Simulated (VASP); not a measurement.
The system is HfSbAu3.

```xyz
5
Lattice="4.5999 0.0000 0.0000 0.0000 4.5999 0.0000 0.0000 0.0000 4.5999" Properties=species:S:1:pos:R:3 pbc="T T T"
Hf    2.2999    2.2999    2.2999
Sb    0.0000    0.0000    0.0000
Au    0.0000    2.2999    2.2999
Au    2.2999    0.0000    2.2999
Au    2.2999    2.2999    0.0000
```

| Item | Value |
| --- | --- |
| Program | VASP 6.6.1 |
| Task | relaxation of cell and atoms |
| Functional | PBE |
| Potentials or basis | VASP PAW PBE potentials, release 64 (Hf_pv, Sb, Au) |
| Cutoff | 600 eV |
| k mesh | 4 × 4 × 4 |
| Occupations | gaussian, width 0.1 eV |
| Spin | no spin polarisation |

At the start: pressure 49.9 GPa; volume 19.47 Å³/atom.

How do energy, volume and symmetry change on relaxing?

Over 5 steps the energy falls by 907.9 meV/atom and the volume is 27.77 Å³/atom (+42.7 %); space group Pm-3m (No. 221, to 0.05 Å).

The path:
```csv
step,energy change (eV),largest force (eV/Å),pressure (GPa),volume (Å³)
1,0.0000,0.0000,49.89,97.33
2,-1.6885,0.0000,-8.49,210.12
3,-4.5300,0.0000,-1.09,141.70
4,-4.5377,0.0000,-0.51,140.17
5,-4.5397,0.0000,0.02,138.85
```

Final structure:
```yaml
crystal:
  lattice:
    - [5.17829, 0.00000, 0.00000]
    - [0.00000, 5.17829, 0.00000]
    - [0.00000, 0.00000, 5.17829]
  atoms:
    - { symbol: Hf, position: [0.50000, 0.50000, 0.50000] }
    - { symbol: Sb, position: [0.00000, 0.00000, 0.00000] }
    - { symbol: Au, position: [0.00000, 0.50000, 0.50000] }
    - { symbol: Au, position: [0.50000, 0.00000, 0.50000] }
    - { symbol: Au, position: [0.50000, 0.50000, 0.00000] }
```

Caveat: the volume moved by over 15 % at a fixed basis, so the end points are rough.
